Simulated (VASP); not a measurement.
# HgTe (F-43m) in VASP: single point with PBEsol

Aim: the single point of HgTe with PBEsol.

All numbers are computed with VASP 6.6.1; they aren't measurements. Logs are shortened: lines on timing, memory, paths and dates and some standing lists are left out, and cuts for length are marked.

### 1 The cell of the first run

It takes space group F-43m (No. 216, cubic). Conventional cell: a = 6.447 Å, b = 6.447 Å, c = 6.447 Å, α = 90.00°, β = 90.00°, γ = 90.00°. Within 3.7 Å of Hg (site symmetry -43m) lie 4 Te at 2.79 Å. Within 3.7 Å of Te (site symmetry -43m) lie 4 Hg at 2.79 Å.

### 2 Single point, PBEsol

INCAR reads:

```
SYSTEM = HgTe
PREC = Accurate
ENCUT = 500
EDIFF = 1E-6
ISMEAR = 0
SIGMA = 0.1
LREAL = .False.
LASPH = .True.
NELM = 120
ALGO = Normal
ISIF = 2
LWAVE = .False.
LCHARG = .False.
GGA = PS
NBANDS = 16
GGA_COMPAT = .False.
```

KPOINTS reads:

```
Automatic mesh
0
Gamma
  6 6 6
  0 0 0
```

POSCAR reads:

```
HgTe
1.0
    0.0000000000      3.2234988908      3.2234988908
    3.2234988908      0.0000000000      3.2234988908
    3.2234988908      3.2234988908      0.0000000000
Hg Te
1 1
Direct
    0.0000000000      0.0000000000      0.0000000000
    0.2500000000      0.2500000000      0.2500000000
```

Potentials or basis: VASP PAW PBE potentials, release 64 (Hg, Te).

Started as:

```
$ cat potpaw_PBE.64/Hg/POTCAR potpaw_PBE.64/Te/POTCAR > POTCAR
$ mpirun -np 1 vasp_std > vasp.out
```

OUTCAR:

```text
SYSTEM = HgTe
   PREC = Accurate
   ENCUT = 500
   EDIFF = 1E-6
   ISMEAR = 0
   LREAL = .False.
   LASPH = .True.
   NELM = 120
   ISIF = 2
   GGA = PS

 ion  position               nearest neighbor table
   1  0.000  0.000  0.000-   2 2.79   2 2.79   2 2.79   2 2.79
   2  0.250  0.250  0.250-   1 2.79   1 2.79   1 2.79   1 2.79

  LATTYP: Found a face centered cubic cell.
 ALAT       =     6.4469977816

  Lattice vectors:

 A1 = (   0.0000000000,   3.2234988908,   3.2234988908)
 A2 = (   3.2234988908,   0.0000000000,   3.2234988908)
 A3 = (   3.2234988908,   3.2234988908,   0.0000000000)

Analysis of symmetry for initial positions (statically):
=====================================================================
 Subroutine PRICEL returns:
 Original cell was already a primitive cell.

 Routine SETGRP: Setting up the symmetry group for a
 face centered cubic supercell.

 Subroutine GETGRP returns: Found 24 space group operations
 (whereof 24 operations were pure point group operations)
 out of a pool of 48 trial point group operations.

The static configuration has the point symmetry T_d .

Analysis of symmetry for dynamics (positions and initial velocities):
=====================================================================
 Subroutine PRICEL returns:
 Original cell was already a primitive cell.

 Routine SETGRP: Setting up the symmetry group for a
 face centered cubic supercell.

 Subroutine GETGRP returns: Found 24 space group operations
 (whereof 24 operations were pure point group operations)
 out of a pool of 48 trial point group operations.

The dynamic configuration has the point symmetry T_d .

 Subroutine INISYM returns: Found 24 space group operations
 (whereof 24 operations are pure point group operations),
 and found     1 'primitive' translations

----------------------------------------------------------------------------------------

                                     Primitive cell

  volume of cell :      66.9904

  direct lattice vectors                    reciprocal lattice vectors
     0.000000000  3.223498891  3.223498891    -0.155110958  0.155110958  0.155110958
     3.223498891  0.000000000  3.223498891     0.155110958 -0.155110958  0.155110958
     3.223498891  3.223498891  0.000000000     0.155110958  0.155110958 -0.155110958

  length of vectors
[... 71 lines left out ...]
   ENCUT  =  500.0 eV  36.75 Ry    6.06 a.u.   8.31  8.31  8.31*2*pi/ulx,y,z
   NELM   =    120;   NELMIN=  2; NELMDL= -5     # of ELM steps
   EDIFF  = 0.1E-05   stopping-criterion for ELM
   LREAL  =      F    real-space projection
   EDIFFG = 0.1E-04   stopping-criterion for IOM
   NSW    =      0    number of steps for IOM
   IBRION =     -1    ionic relax: 0-MD 1-quasi-New 2-CG
   NFREE  =      0    steps in history (QN), initial steepest desc. (CG)
   ISIF   =      2    stress and relaxation
   ISYM   =      2    0-nonsym 1-usesym 2-fastsym
   POTIM  = 0.5000    time-step for ionic-motion
   TEBEG  =    0.0;   TEEND  =   0.0 temperature during run
   PSTRESS=    0.0 pullay stress
   NELECT =      18.0000    total number of electrons
   NUPDOWN=      -1.0000    fix difference up-down
   EMIN   =  10.00;   EMAX   =-10.00  energy-range for DOS
   EFERMI =   0.00;   METHOD = LEGACY
   ISMEAR =     0;   SIGMA  =   0.10  broadening in eV -4-tet -1-fermi 0-gaus
   EFERMI_NEDOS =   21; number of points for ismear=-14 and -15
   IALGO  =     38    algorithm
   IMIX   =      4    mixing-type and parameters
     AMIX     =   0.40;   BMIX     =  1.00
     AMIX_MAG =   1.60;   BMIX_MAG =  1.00
  volume/ion in A,a.u.               =      33.50       226.04
  Fermi-wavevector in a.u.,A,eV,Ry     =   1.056399  1.996305 15.183825  1.115980
  Thomas-Fermi vector in A             =   2.191634
   LORBIT       =      0    0 simple, 1 ext, 2 COOP (PROOUT), +10 PAW based schemes
   GGA     = PS    functional components
   LHFCALC =     F    Hartree Fock is set to
   AEXX    =    0.0000 exact exchange contribution
   IVDW    =     0    specifies the selected vdW correction
   LEPSILON=     F    determine dielectric tensor
   LRPA    =     F    only Hartree local field effects (RPA)
 non-spin polarized calculation
 Gauss-broadening in eV      SIGMA  =   0.10
  energy-cutoff  :      500.00
  volume of cell :       66.99
 maximum number of plane-waves:      1724
 NGX is ok and might be reduce to    36
   NGX = 17   NGY = 17   NGZ = 17

 number of electron      18.0000001 magnetization

 Free energy of the ion-electron system (eV)
  ---------------------------------------------------
  ext. energy  EPLUGINS =         0.00000000
  ---------------------------------------------------
  free energy    TOTEN  =        -4.35418998 eV

  energy without entropy =       -4.35347573  energy(sigma->0) =       -4.35383286

 E-fermi :   3.0729     XC(G=0):  -8.9711

 val. band max:        3.0424594544   @ k =   0.0000   0.0000   0.0000
 cond. band min:       3.6755113350   @ k =   0.5000   0.0000   0.0000
 fundamental gap:      0.6330518807
 Fermi energy:         3.0729181030

 k-point     1 :       0.0000    0.0000    0.0000
  band No.  band energies     occupation
      1      -9.0385      2.00000
      2      -4.3554      2.00000
      3      -4.3554      2.00000
      4      -4.3554      2.00000
      5      -3.8107      2.00000
      6      -3.8107      2.00000
[... 281 lines left out ...]
      3      -4.0625      2.00000
      4      -3.9377      2.00000
      5      -3.7941      2.00000
      6      -3.2211      2.00000
[... 8 lines left out ...]
     15      13.9193      0.00000
     16      14.1849      0.00000

------------------------ aborting loop because EDIFF is reached ----------------------------------------

  FORCE on cell =-STRESS in cart. coord.  units (eV):
  Direction    XX          YY          ZZ          XY          YZ          ZX
  --------------------------------------------------------------------------------------
  -------------------------------------------------------------------------------------
  Total        0.6321547      0.6321547      0.6321547     -0.0000000     -0.0000000      0.0000000
  in kB       15.1189409     15.1189409     15.1189409     -0.0000000     -0.0000000      0.0000000
  external PRESSURE =      15.1189409 kB  Pullay stress =       0.0000000 kB

 VOLUME and BASIS-vectors are now :
 -----------------------------------------------------------------------------
  energy-cutoff  :      500.00
  volume of cell :       66.99
      direct lattice vectors                 reciprocal lattice vectors
     0.000000000  3.223498891  3.223498891    -0.155110958  0.155110958  0.155110958
     3.223498891  0.000000000  3.223498891     0.155110958 -0.155110958  0.155110958
     3.223498891  3.223498891  0.000000000     0.155110958  0.155110958 -0.155110958

 POSITION                                       TOTAL-FORCE (eV/Angst)
 -----------------------------------------------------------------------------------
      0.00000      0.00000      0.00000         0.000000      0.000000      0.000000
      1.61175      1.61175      1.61175        -0.000000     -0.000000     -0.000000
 -----------------------------------------------------------------------------------
    total drift:                               -0.000000     -0.000000     -0.000000

  FREE ENERGIE OF THE ION-ELECTRON SYSTEM (eV)
  ---------------------------------------------------
  free  energy   TOTEN  =        -4.3541899840 eV

  energy  without entropy=       -4.3534757323  energy(sigma->0) =       -4.35383286
```

OSZICAR:

```text
N       E                     dE             d eps       ncg     rms          rms(c)
DAV:   1     0.105580173180E+03    0.10558E+03   -0.78957E+03   512   0.946E+02
DAV:   2    -0.105423808013E+01   -0.10663E+03   -0.10104E+03   616   0.228E+02
DAV:   3    -0.456117808338E+01   -0.35069E+01   -0.34998E+01   576   0.428E+01
DAV:   4    -0.459389103198E+01   -0.32713E-01   -0.32711E-01   792   0.385E+00
DAV:   5    -0.459395651404E+01   -0.65482E-04   -0.65482E-04   624   0.164E-01    0.780E+00
DAV:   6    -0.436743533464E+01    0.22652E+00   -0.44548E-01   584   0.919E+00    0.620E+00
DAV:   7    -0.435641107964E+01    0.11024E-01   -0.10408E-01   600   0.221E+00    0.229E+00
DAV:   8    -0.435440957520E+01    0.20015E-02   -0.11031E-02   560   0.121E+00    0.579E-01
DAV:   9    -0.435417586271E+01    0.23371E-03   -0.72470E-04   656   0.314E-01    0.123E-01
DAV:  10    -0.435418394160E+01   -0.80789E-05   -0.79876E-05   624   0.825E-02    0.502E-02
DAV:  11    -0.435419146467E+01   -0.75231E-05   -0.22154E-05   600   0.379E-02    0.319E-02
DAV:  12    -0.435419001020E+01    0.14545E-05   -0.35448E-06   584   0.163E-02    0.162E-02
DAV:  13    -0.435418998400E+01    0.26204E-07   -0.32131E-07   328   0.316E-03
   1 F= -.43541900E+01 E0= -.43538329E+01  d E =-.714252E-03
```

stdout:

```text
POSCAR found type information on POSCAR HgTe
 POSCAR found :  2 types and       2 ions
 scaLAPACK will be used
 -----------------------------------------------------------------------------
|                                                                             |
|                                                                             |
|     You enforced a specific xc type in the INCAR file but a different       |
|     I HOPE YOU KNOW WHAT YOU ARE DOING!                                     |
|                                                                             |
 -----------------------------------------------------------------------------

 LDA part: xc-table for (Slater+PW92), standard interpolation
 POSCAR, INCAR and KPOINTS ok, starting setup
 FFT: planning ... GRIDC
 FFT: planning ... GRID_SOFT
 FFT: planning ... GRID
 WAVECAR not read
 entering main loop
```

It took 9.4 s on 1 thread of Intel Xeon 6975P-C (Granite Rapids), shared host; peak memory 0.2 GiB.

What came out:

| Property | Result |
| --- | --- |
| Free energy | -4.3542 eV |
| Pressure | 1.5 GPa |
| Band gap on the k mesh | zero (filled and empty bands touch) |

Levels at points of the mesh, in eV from the Fermi level:
| k point | band 6 | band 7 | band 8 | band 9 | band 10 | band 11 | band 12 | band 13 |
| --- | --- | --- | --- | --- | --- | --- | --- | --- |
| (0.00, 0.00, 0.00) | -6.88 | -0.82 | -0.03 | -0.03 | -0.03 | 4.13 | 4.13 | 4.13 |
| (0.50, 0.00, 0.00) | -6.58 | -5.62 | -1.04 | -1.04 | 0.60 | 4.94 | 4.94 | 6.69 |
| (0.50, 0.50, 0.00) | -6.43 | -5.55 | -2.36 | -2.36 | 1.80 | 2.32 | 8.10 | 8.82 |

Caveat: the PAW data sets were made with another functional, which shifts forces and pressure a little; spin-orbit coupling is left out, which moves the levels of the heavy elements.
